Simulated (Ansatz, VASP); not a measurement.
**Two plane-wave programs on InSe**

```
In Se
1.0
     2.00445    1.15727    8.42960
    -2.00445    1.15727    8.42960
     0.00000   -2.31454    8.42960
In Se
2 2
Direct
  0.00077 0.00077 0.00077
  0.11057 0.11057 0.11057
  0.61693 0.61693 0.61693
  0.82773 0.82773 0.82773
```

Alike in both runs: functional PBEsol; k mesh 12 × 12 × 12; occupations gaussian, width 0.02 eV; no spin polarisation.

Ansatz relaxed the structure, and its values are those at the end. VASP's run is a single point on that final structure, the one shown.

```csv
,VASP,Ansatz
version,VASP 6.6.1,Ansatz 0.2.0
potentials or method,"VASP PAW PBE potentials, release 64 (In_d, Se), cutoff 520 eV","scalar-relativistic, plane waves, PAW"
valence electrons in the cell,38,58
```

Ansatz gave:

| Property | Result |
| --- | --- |
| gap on the k mesh at the Fermi level (eV) | 0.37 |
| least direct gap on the mesh (eV) | 0.37 |
| pressure (GPa) | 0.0 |
| rms of the force components (eV/Å) | 0.000 |

Question: Which values does VASP return?

Answer: gap on the k mesh at the Fermi level (eV): 0.36; least direct gap on the mesh (eV): 0.36; pressure (GPa): 0.1; rms of the force components (eV/Å): 0.011.

VASP's potentials were made for PBE, not for PBEsol. VASP's potentials hold 38 valence electrons a cell and Ansatz's 58, so a difference there can come from the potentials and not from the codes.
